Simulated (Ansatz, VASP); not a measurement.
**Two plane-wave programs on Ni3Hg**

INCAR

```
SYSTEM = Ni3Hg
PREC = Accurate ; ENCUT = 520
EDIFF = 1E-7 ; ISMEAR = -1
SIGMA = 0.1 ; LREAL = .False.
LASPH = .True. ; NELM = 150
ALGO = Normal ; ISIF = 2
LWAVE = .False. ; LCHARG = .False.
ISPIN = 2 ; MAGMOM = 2 2 2 0
LORBIT = 11 ; LMAXMIX = 4
GGA = PS ; NBANDS = 33
```

KPOINTS

```
Automatic mesh
0
Gamma
  6 6 6
  0 0 0
```

Contents of POSCAR:

```
Ni3Hg
1.0
    3.7449110000      0.0000000000      0.0000000000
    0.0000000000      3.7449110000      0.0000000000
    0.0000000000      0.0000000000      3.7449110000
Ni Hg
3 1
Direct
    0.0000000000      0.5000000000      0.5000000000
    0.5000000000      0.0000000000      0.5000000000
    0.5000000000      0.5000000000      0.0000000000
    0.0000000000      0.0000000000      0.0000000000
```

Input for Ansatz:

```yaml
crystal:
  lattice:
    - [3.744911, 0.0, 0.0]
    - [0.0, 3.744911, 0.0]
    - [0.0, 0.0, 3.744911]
  atoms:
    - { symbol: Ni, position: [0.0, 0.5, 0.5] }
    - { symbol: Ni, position: [0.5, 0.0, 0.5] }
    - { symbol: Ni, position: [0.5, 0.5, 0.0] }
    - { symbol: Hg, position: [0.0, 0.0, 0.0] }
kpoints:
  mp_grid:
    grid: [6, 6, 6]
hamiltonian:
  xc: pbesol
magnetization:
  spin_polarized: true
  per_species:
    Ni: 2.0
scf:
  occupations:
    method: fermi_dirac
output:
  forces: true
```

Alike in both runs: task single point; functional PBEsol; k mesh 6 × 6 × 6; collinear spin.

|  | VASP | Ansatz |
| --- | --- | --- |
| version | VASP 6.6.1 | Ansatz 0.2.0 |
| potentials or method | VASP PAW PBE potentials, release 64 (Ni, Hg) | plane waves, PAW |
| plane-wave cutoff (eV) | 520 | 420 |
| occupations | fermi-dirac, width 0.1 eV | fermi-dirac |
| valence electrons in the cell | 42 | 74 |

|  | VASP | Ansatz | Ansatz less VASP |
| --- | --- | --- | --- |
| net moment per atom (μB) | 0.26 | 0.27 | +0.008 |
| size of the moment on the site where the two differ most (μB) | 0.36 | 0.38 | +0.019 |

VASP's potentials were made for PBE, not for PBEsol. Site moments also hang on the region over which each program counts them. VASP's potentials hold 42 valence electrons a cell and Ansatz's 74, so a difference there can come from the potentials and not from the codes.

Spin-orbit coupling is off throughout.
